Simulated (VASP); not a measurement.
# ZnCu (P4/mmm) in VASP: further runs, part 2 of 2

VASP 6.6.1. Earlier steps stand in the parts before.

## Step 3: Single point, PBEsol (normal strain along x -0.1500, normal strain along y -0.1500)

The input, INCAR:

```
ALGO = Fast
EDIFF = 1E-7
ENCUT = 520
GGA = PS
ISIF = 2
ISMEAR = 0
LASPH = True
LCHARG = False
LREAL = False
LWAVE = False
NBANDS = 18
NELM = 100
PREC = Accurate
SIGMA = 0.15
```

The input, KPOINTS:

```
k-points
0
Gamma
  16 16 16
```

The input, POSCAR:

```
ZnCu
1.0
    2.4715719748      0.0000000000      0.0000000000
    0.0000000000      2.4715719748      0.0000000000
    0.0000000000      0.0000000000      2.9077317351
Zn Cu
1 1
Direct
    0.5000000000      0.5000000000      0.5000000000
    0.0000000000      0.0000000000      0.0000000000
```

Potentials or basis: VASP PAW PBE potentials, release 64 (Zn, Cu).

On the command line:

```console
> cat potpaw_PBE.64/Zn/POTCAR potpaw_PBE.64/Cu/POTCAR > POTCAR
> mpirun -np 1 vasp_std > vasp.out
```

OUTCAR:

```text
EDIFF = 1E-7
   ENCUT = 520
   GGA = PS
   ISIF = 2
   ISMEAR = 0
   LASPH = True
   LREAL = False
   NELM = 100
   PREC = Accurate

 ion  position               nearest neighbor table
   1  0.500  0.500  0.500-   2 2.27   2 2.27   2 2.27   2 2.27   2 2.27   2 2.27   2 2.27   2 2.27

   2  0.000  0.000  0.000-   1 2.27   1 2.27   1 2.27   1 2.27   1 2.27   1 2.27   1 2.27   1 2.27

  LATTYP: Found a simple tetragonal cell.
 ALAT       =     2.4715719748
 C/A-ratio  =     1.1764705883

  Lattice vectors:

 A1 = (   2.4715719748,   0.0000000000,   0.0000000000)
 A2 = (   0.0000000000,   2.4715719748,   0.0000000000)
 A3 = (   0.0000000000,   0.0000000000,   2.9077317351)

Analysis of symmetry for initial positions (statically):
=====================================================================
 Subroutine PRICEL returns:
 Original cell was already a primitive cell.

 Routine SETGRP: Setting up the symmetry group for a
 simple tetragonal supercell.

 Subroutine GETGRP returns: Found 16 space group operations
 (whereof 16 operations were pure point group operations)
 out of a pool of 16 trial point group operations.

The static configuration has the point symmetry D_4h.

Analysis of symmetry for dynamics (positions and initial velocities):
=====================================================================
 Subroutine PRICEL returns:
 Original cell was already a primitive cell.

 Routine SETGRP: Setting up the symmetry group for a
 simple tetragonal supercell.

 Subroutine GETGRP returns: Found 16 space group operations
 (whereof 16 operations were pure point group operations)
 out of a pool of 16 trial point group operations.

The dynamic configuration has the point symmetry D_4h.

[... 105 lines left out ...]
   ISYM   =      2    0-nonsym 1-usesym 2-fastsym
   POTIM  = 0.5000    time-step for ionic-motion
   TEBEG  =    0.0;   TEEND  =   0.0 temperature during run
   PSTRESS=    0.0 pullay stress
   NELECT =      23.0000    total number of electrons
   NUPDOWN=      -1.0000    fix difference up-down
   EMIN   =  10.00;   EMAX   =-10.00  energy-range for DOS
   EFERMI =   0.00;   METHOD = LEGACY
   ISMEAR =     0;   SIGMA  =   0.15  broadening in eV -4-tet -1-fermi 0-gaus
   EFERMI_NEDOS =   21; number of points for ismear=-14 and -15
   IALGO  =     68    algorithm
   IMIX   =      4    mixing-type and parameters
     AMIX     =   0.40;   BMIX     =  1.00
     AMIX_MAG =   1.60;   BMIX_MAG =  1.00
  volume/ion in A,a.u.               =       8.88        59.93
  Fermi-wavevector in a.u.,A,eV,Ry     =   1.784366  3.371962 43.320410  3.183960
  Thomas-Fermi vector in A             =   2.848366
   LORBIT       =      0    0 simple, 1 ext, 2 COOP (PROOUT), +10 PAW based schemes
   GGA     = PS    functional components
   LHFCALC =     F    Hartree Fock is set to
   AEXX    =    0.0000 exact exchange contribution
   IVDW    =     0    specifies the selected vdW correction
   LEPSILON=     F    determine dielectric tensor
   LRPA    =     F    only Hartree local field effects (RPA)
 non-spin polarized calculation
 RMM-DIIS sequential band-by-band and
 Gauss-broadening in eV      SIGMA  =   0.15
  energy-cutoff  :      520.00
  volume of cell :       17.76
 maximum number of plane-waves:       495
   NGX =  9   NGY =  9   NGZ = 11

 number of electron      22.9999941 magnetization

 Free energy of the ion-electron system (eV)
  ---------------------------------------------------
  ext. energy  EPLUGINS =         0.00000000
  ---------------------------------------------------
  free energy    TOTEN  =        -4.49451283 eV

  energy without entropy =       -4.48983511  energy(sigma->0) =       -4.49217397

 E-fermi :   9.7873     XC(G=0): -14.7688

 val. band max:        9.7856769757   @ k =   0.3750   0.1250   0.2500
 cond. band min:       9.7876737269   @ k =   0.3750   0.3125   0.5000
 fundamental gap:      0.0019967512
 Fermi energy:         9.7872607105

 k-point     1 :       0.0000    0.0000    0.0000
  band No.  band energies     occupation
      1      -4.0526      2.00000
      2      -0.2067      2.00000
      3      -0.1438      2.00000
      4       1.3811      2.00000
      5       1.3811      2.00000
      6       1.7806      2.00000
[... 481 lines left out ...]
      5       1.4274      2.00000
      6       2.3336      2.00000
[... 10 lines left out ...]
     17      24.6981      0.00000
     18      25.2015      0.00000

 [... further k-points ...]
[... 5 lines left out ...]
  --------------------------------------------------------------------------------------
  -------------------------------------------------------------------------------------
  Total       11.2762730     11.2762730     11.2816496      0.0000000     -0.0000000      0.0000000
  in kB     1017.1272793   1017.1272793   1017.6122538      0.0000000     -0.0000000      0.0000000
  external PRESSURE =    1017.2889375 kB  Pullay stress =       0.0000000 kB

 VOLUME and BASIS-vectors are now :
 -----------------------------------------------------------------------------
  energy-cutoff  :      520.00
  volume of cell :       17.76
      direct lattice vectors                 reciprocal lattice vectors
     2.471571975  0.000000000  0.000000000     0.404600801  0.000000000  0.000000000
     0.000000000  2.471571975  0.000000000     0.000000000  0.404600801  0.000000000
     0.000000000  0.000000000  2.907731735     0.000000000  0.000000000  0.343910681

 POSITION                                       TOTAL-FORCE (eV/Angst)
 -----------------------------------------------------------------------------------
      1.23579      1.23579      1.45387         0.000000      0.000000      0.000000
      0.00000      0.00000      0.00000         0.000000      0.000000      0.000000
 -----------------------------------------------------------------------------------
    total drift:                                0.000000     -0.000000      0.000000

  FREE ENERGIE OF THE ION-ELECTRON SYSTEM (eV)
  ---------------------------------------------------
  free  energy   TOTEN  =        -4.4945128256 eV

  energy  without entropy=       -4.4898351052  energy(sigma->0) =       -4.49217397
```

stdout:

```text
POSCAR found type information on POSCAR ZnCu
 POSCAR found :  2 types and       2 ions
 scaLAPACK will be used
 -----------------------------------------------------------------------------
|                                                                             |
|                                                                             |
|     You enforced a specific xc type in the INCAR file but a different       |
|     I HOPE YOU KNOW WHAT YOU ARE DOING!                                     |
|                                                                             |
 -----------------------------------------------------------------------------

 LDA part: xc-table for (Slater+PW92), standard interpolation
 POSCAR, INCAR and KPOINTS ok, starting setup
 FFT: planning ... GRIDC
 FFT: planning ... GRID_SOFT
 FFT: planning ... GRID
 WAVECAR not read
 entering main loop
 num prob RMM:  15    -0.449451272786E+01   -0.48212E-06   -0.37974E-06 17847   0.233E-02    0.183E-03
WARNING in EDDRMM: call to ZHEGV failed, returncode =   8  4     15
WARNING in EDDRMM: call to ZHEGV failed, returncode =   6  3     14
WARNING in EDDRMM: call to ZHEGV failed, returncode =   6  3     16
 num prob  num prob WARNING in EDDRMM: call to ZHEGV failed, returncode =   8  4     16
```

Wall time 3.2 min (1 thread of Intel Xeon 8259CL, shared host); peak memory 0.24 GiB.

The run converged, but its numbers aren't listed here, since they failed a check.

Caveat: the cell differs from its parent crystal (normal strain along x -0.1500, normal strain along y -0.1500); the cell stands under pressure; the PAW data sets were made with another functional, which shifts forces and pressure a little.

## Step 4: Single point, PBEsol (normal strain along x +0.0000, normal strain along y +0.1500)

The input, INCAR:

```
SYSTEM = ZnCu
ALGO = Fast
EDIFF = 1E-6
ENCUT = 520
GGA = PS
ISIF = 2
ISMEAR = 0
LASPH = .TRUE.
LCHARG = .FALSE.
LREAL = .FALSE.
LWAVE = .FALSE.
NBANDS = 18
NELM = 100
PREC = Accurate
SIGMA = 0.15
```

The input, KPOINTS:

```
k-points
0
G
  16 16 16
  0 0 0
```

The input, POSCAR:

```
ZnCu
1.0
    2.9077317351      0.0000000000      0.0000000000
    0.0000000000      3.3438914954      0.0000000000
    0.0000000000      0.0000000000      2.9077317351
Zn Cu
1 1
Direct
    0.5000000000      0.5000000000      0.5000000000
    0.0000000000      0.0000000000      0.0000000000
```

On the command line:

```console
> cat potpaw_PBE.64/Zn/POTCAR potpaw_PBE.64/Cu/POTCAR > POTCAR
> mpirun -np 1 vasp_std > vasp.out
```

Wall time 3.9 min (1 thread of Intel Xeon 8259CL, shared host); peak memory 0.33 GiB.

It converged, with:

| Item | Value |
| --- | --- |
| Free energy | -5.9355 eV |
| Pressure | -12.6 GPa |
| Band gap on the k mesh | zero (an odd number of electrons rules out a gap without spin polarisation) |

Stress tensor (GPa, compression positive):
```
-12.59   0.00   0.00
  0.00 -12.49   0.00
  0.00   0.00 -12.59
```

Levels at points of the mesh, in eV from the Fermi level:
| k point | band 10 | band 11 | band 12 | band 13 | band 14 | band 15 |
| --- | --- | --- | --- | --- | --- | --- |
| (0.00, 0.00, 0.00) | -2.54 | -2.42 | 3.15 | 7.47 | 7.47 | 7.74 |
| (0.50, 0.00, 0.00) | -2.85 | -2.59 | -1.60 | 8.87 | 9.26 | 10.47 |
| (0.00, 0.50, 0.00) | -2.84 | -2.45 | -2.37 | 11.50 | 11.50 | 12.36 |
| (0.50, 0.50, 0.00) | -2.37 | -1.93 | -1.67 | 1.01 | 1.43 | 14.13 |
| (0.50, 0.00, 0.50) | -2.16 | -0.96 | -0.96 | 2.19 | 2.73 | 11.06 |
| (0.50, 0.50, 0.50) | -2.15 | 3.33 | 3.91 | 3.91 | 4.03 | 4.03 |

Caveat: the cell differs from its parent crystal (normal strain along x +0.0000, normal strain along y +0.1500); the cell stands under tension; the PAW data sets were made with another functional, which shifts forces and pressure a little.

## Step 5: Single point, PBEsol (normal strain along x +0.1500, normal strain along y +0.1500)

The input, INCAR:

```
PREC = Accurate
ENCUT = 520
EDIFF = 1E-6
ISMEAR = 0
SIGMA = 0.15
LREAL = F
LASPH = T
NELM = 100
ALGO = Fast
ISIF = 2
LWAVE = F
LCHARG = F
GGA = PS
NBANDS = 18
```

The input, KPOINTS:

```
Automatic mesh
0
Gamma
  16 16 16
```

POSCAR: that of step 4 with these lines changed.

```diff
@@ -2,3 +2,3 @@
 1.0
-    2.9077317351      0.0000000000      0.0000000000
+    3.3438914954      0.0000000000      0.0000000000
     0.0000000000      3.3438914954      0.0000000000
```

On the command line:

```console
> cat potpaw_PBE.64/Zn/POTCAR potpaw_PBE.64/Cu/POTCAR > POTCAR
> mpirun -np 1 vasp_std > vasp.out
```

Wall time 6.1 min (1 thread of Intel Xeon 8259CL, shared host); peak memory 0.36 GiB.

Results (log left out):

- Free energy: -5.4948 eV
- Pressure: -18.0 GPa
- Band gap on the k mesh: zero (an odd number of electrons rules out a gap without spin polarisation)

Stress tensor (GPa, compression positive):
```
-18.47   0.00   0.00
  0.00 -18.47   0.00
  0.00   0.00 -16.97
```

Levels at points of the mesh, in eV from the Fermi level:
```csv
k point,band 8,band 9,band 10,band 11,band 12,band 13,band 14,band 15,band 16,band 17
"(0.00, 0.00, 0.00)",-2.86,-2.38,-2.24,-2.24,4.15,4.15,7.39,8.46,8.88,12.70
"(0.50, 0.00, 0.00)",-3.00,-2.76,-2.43,-2.26,-1.98,8.25,8.90,10.12,11.00,12.19
"(0.50, 0.50, 0.00)",-2.31,-2.31,-2.22,-1.65,-1.65,0.18,0.50,13.78,15.65,16.11
"(0.00, 0.00, 0.50)",-2.81,-2.78,-2.78,-2.41,-1.27,9.45,9.45,10.02,10.02,10.55
"(0.50, 0.00, 0.50)",-2.55,-2.45,-2.06,-1.01,-0.75,1.26,1.89,10.78,12.38,12.55
"(0.50, 0.50, 0.50)",-3.26,-2.18,-2.01,2.46,3.19,3.54,4.17,4.17,4.27,4.27
```

Caveat: the cell differs from its parent crystal (normal strain along x +0.1500, normal strain along y +0.1500); the cell stands under tension; the PAW data sets were made with another functional, which shifts forces and pressure a little.

## Step 6: Overview

```csv
cell,further INCAR settings,gap on the mesh (eV),pressure (GPa)
"a = 2.472, b = 2.908, c = 2.908 Å, 2 atoms",ALGO = Fast; EDIFF = 1e-07; NBANDS = 18,none,36.0
"a = 2.908, b = 3.344 Å, 2 atoms",ALGO = Fast; EDIFF = 1e-06; NBANDS = 18,none,-12.6
"a = 3.344, b = 3.344, c = 2.908 Å, 2 atoms",ALGO = Fast; EDIFF = 1e-06; NBANDS = 18,none,-18.0
```

Alike in all rows: task single point; level PBEsol; potentials or basis VASP PAW PBE potentials, release 64 (Zn, Cu); no spin polarisation; k mesh 16 × 16 × 16; cutoff (eV) 520; smearing gaussian 0.15 eV.

Caveats: the PAW data sets were made with another functional, which shifts forces and pressure a little; the cell stands under tension (at least some runs); the stress differs along the axes, from 31 to 45 GPa (at least some runs).

Total energies depend on the potentials used, so only differences within one code and one set of settings carry meaning.

The gap in the log of VASP goes by the Fermi energy; the results here count the filled bands.